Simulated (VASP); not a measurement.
A run of VASP 6.6.1 is set up as follows.

INCAR

```
ALGO     = Normal         # electronic algorithm
EDIFF    = 1E-6           # SCF threshold, eV
ENCUT    = 520            # plane-wave cutoff, eV
GGA      = CA             # functional
ISIF     = 2              # what is computed and relaxed
ISMEAR   = 0              # smearing method
LASPH    = T              # aspherical terms in the spheres
LCHARG   = F              # write CHGCAR
LREAL    = F              # projectors in reciprocal space
LWAVE    = F              # write WAVECAR
NBANDS   = 25             # bands
NELM     = 100            # most SCF steps
PREC     = Accurate       # precision mode
SIGMA    = 0.1            # smearing width, eV
```

KPOINTS

```
k-points
0
Gamma
  6 6 6
```

Contents of POSCAR:

```
SiO2
1.0
   -2.4772904627      2.4772904627      3.6556712422
    2.4772904627     -2.4772904627      3.6556712422
    2.4772904627      2.4772904627     -3.6556712422
Si O
2 4
Direct
    0.0000000000      0.0000000000      0.0000000000
    0.7500000000      0.2500000000      0.5000000000
    0.3750000000      0.2217861300      0.3467861300
    0.9717861300      0.6250000000      0.8467861300
    0.7782138700      0.1250000000      0.1532138700
    0.8750000000      0.0282138700      0.6532138700
```

Potentials or basis: VASP PAW LDA potentials, release 64 (Si, O).

Launch:

```bash
$ cat potpaw_LDA.64/Si/POTCAR potpaw_LDA.64/O/POTCAR > POTCAR
$ mpirun -np 1 vasp_std > vasp.out
```

Question: Predict the band gap on the k mesh.

Answer: 5.70 eV, direct.

Question: What does it give for the pressure?

Answer: -1.0 GPa.

Question: What does it give for the largest force?

Answer: 0.068 eV/Å.

Forces on the atoms (eV/Å):
```
Si   0.000  0.000  0.000
Si   0.000  0.000  0.000
O   -0.068  0.000  0.000
O    0.000 -0.068  0.000
O    0.000  0.068  0.000
O    0.068  0.000  0.000
```

A k mesh can miss the band edges. As with any semilocal functional, this LDA gap is likely too small.
